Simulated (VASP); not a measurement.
Wanted: the native input for a VASP 6.6.1 run.

```
Task                   : single point
Functional             : PBE
Potentials or basis    : VASP PAW PBE potentials, release 64 (Li_sv, Nb_sv, P)
Cutoff                 : 520 eV
k mesh                 : 6 × 6 × 2
Occupations            : gaussian, width 0.1 eV
Spin                   : no spin polarisation
Dipole correction      : no
Further INCAR settings : ALGO = Normal; EDIFF = 1e-07; NBANDS = 36
```

The structure of LiNbP2 lies in POSCAR:

```
LiNbP2
1.0
    3.6690647500      0.0000000000      0.0000000000
   -1.8345323700      3.1775032800      0.0000000000
    0.0000000000      0.0000000000     11.3741007200
Li Nb P
2 2 4
Direct
    0.0000000000      0.0000000000      0.8750000000
    0.0000000000      0.0000000000      0.1250000000
    0.0000000000      0.0000000000      0.3750000000
    0.0000000000      0.0000000000      0.6250000000
    0.3333333300      0.6666666700      0.0000000000
    0.3333333300      0.6666666700      0.5000000000
    0.6666666700      0.3333333300      0.2500000000
    0.6666666700      0.3333333300      0.7500000000
```

One way to write it, as run:

INCAR

```
SYSTEM = LiNbP2
PREC     = Accurate       ! precision mode
ENCUT    = 520            ! plane-wave cutoff, eV
EDIFF    = 1E-7           ! SCF threshold, eV
ISMEAR   = 0              ! smearing method
SIGMA    = 0.1            ! smearing width, eV
LREAL    = .FALSE.        ! projectors in reciprocal space
LASPH    = .TRUE.         ! aspherical terms in the spheres
NELM     = 80             ! most SCF steps
ALGO     = Normal         ! electronic algorithm
ISIF     = 2              ! what is computed and relaxed
LWAVE    = .FALSE.        ! write WAVECAR
LCHARG   = .TRUE.         ! write CHGCAR
GGA      = PE             ! functional
LELF     = .TRUE.         ! ELF
LVHAR    = .TRUE.       
NBANDS   = 36             ! bands
```

KPOINTS

```
Automatic mesh
0
G
  6 6 2
  0 0 0
```

Potentials or basis: VASP PAW PBE potentials, release 64 (Li_sv, Nb_sv, P).

The run is started by

```bash
$ cat potpaw_PBE.64/Li_sv/POTCAR potpaw_PBE.64/Nb_sv/POTCAR potpaw_PBE.64/P/POTCAR > POTCAR
$ mpirun -np 1 vasp_std > vasp.out
```

Results of the run:

```
Largest force          : 0.615 eV/Å
Band gap on the k mesh : zero (bands 26 and 27 overlap by 0.51 eV)
```

Wall time 4.2 min on 1 thread of Intel Xeon 8259CL, on a shared host, peak memory 0.27 GiB.
